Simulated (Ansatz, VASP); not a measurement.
# Sb: VASP beside Ansatz

```
Sb
1.0
     0.00000    2.37124    2.37124
     2.37124    0.00000    2.37124
     2.37124    2.37124    0.00000
Sb
1
Direct
  0.99429 0.99896 0.01570
```

Change from the starting cell: one atom moved.

Alike in both runs: task single point; functional PBE; k mesh 14 × 14 × 14; occupations gaussian, width 0.1 eV; no spin polarisation.

|  | VASP | Ansatz |
| --- | --- | --- |
| version | VASP 6.6.1 | Ansatz 0.2.0 |
| potentials or method | VASP PAW PBE potentials, release 64 (Sb), cutoff 500 eV | scalar-relativistic, plane waves, PAW |
| valence electrons in the cell | 5 | 15 |

|  | VASP | Ansatz | Ansatz less VASP |
| --- | --- | --- | --- |
| gap on the k mesh at the Fermi level (eV) | none | none | - |
| pressure (GPa) | 1.7 | 1.8 | +0.14 |

A gap of «none» marks a metal or a gap that the smearing closes. With one functional, cell and mesh, what is left measures potentials, basis and numerics. VASP's potentials hold 5 valence electrons a cell and Ansatz's 15, so a difference there can come from the potentials and not from the codes.

Neither program's run includes spin-orbit coupling.
